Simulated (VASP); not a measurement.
Runs of VASP 6.6.1 on Au. The structure is that of space group P6_3/mmc (No. 194), or close to it. The cells are those of the table. This isn't the form of Au at room conditions, which is fcc.

| cell | gap on the mesh (eV) | pressure (GPa) |
| --- | --- | --- |
| a = 2.987, b = 2.987, c = 4.734 Å, angles 90.0, 90.0, 120.0°, 2 atoms | none | -4.8 |
| a = 2.943, b = 2.943, c = 4.880 Å, angles 90.0, 90.0, 120.0°, 2 atoms | none | -5.2 |
| a = 2.987, b = 2.987, c = 4.880 Å, angles 90.0, 90.0, 120.0°, 2 atoms | none | (a) |
| a = 2.900, b = 2.900, c = 5.026 Å, angles 90.0, 90.0, 120.0°, 2 atoms | none | (b) |
| a = 2.987, b = 2.987, c = 4.807 Å, angles 90.0, 90.0, 120.0°, 2 atoms | none | -6.8 |

Alike in all rows: task single point; level r2SCAN; potentials or basis VASP PAW PBE potentials, release 64 (Au); no spin polarisation; k mesh 18 × 18 × 10; cutoff (eV) 520; smearing gaussian 0.15 eV.

Q: Estimate the missing entries.

A: (a) -8.4; (b) -4.9.

Caveats: the cell stands under tension; the PAW data sets were made with another functional, which shifts forces and pressure a little; spin-orbit coupling is left out, which moves the levels of the heavy elements.

A k mesh can miss the band edges, and the runs leave out spin-orbit coupling on Au.

A gap of «none» marks levels without a gap at the run's occupations.
